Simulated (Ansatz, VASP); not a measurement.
## One calculation of MgB2, two programs

```
Mg B
1.0
     3.16517    0.00000    0.00000
    -1.58258    2.74111    0.00000
     0.00000    0.00000    3.61455
Mg B
1 2
Direct
  0.00000 0.00000 0.00000
  0.33333 0.66667 0.50000
  0.66667 0.33333 0.50000
```

Alike in both runs: task single point; functional PBE; k mesh 10 × 10 × 8; occupations gaussian, width 0.1 eV; no spin polarisation.

|  | VASP | Ansatz |
| --- | --- | --- |
| version | VASP 6.6.1 | Ansatz 0.2.0 |
| potentials or method | VASP PAW PBE potentials, release 64 (Mg, B), cutoff 520 eV | plane waves, PAW |
| valence electrons in the cell | 8 | 16 |

|  | VASP | Ansatz | Ansatz less VASP |
| --- | --- | --- | --- |
| pressure (GPa) | -11.1 | -10.9 | +0.24 |
| traceless stress, the component that is largest in VASP (GPa) | 2.55 | 2.66 | +0.112 |

VASP's potentials hold 8 valence electrons a cell and Ansatz's 16, so a difference there can come from the potentials and not from the codes.
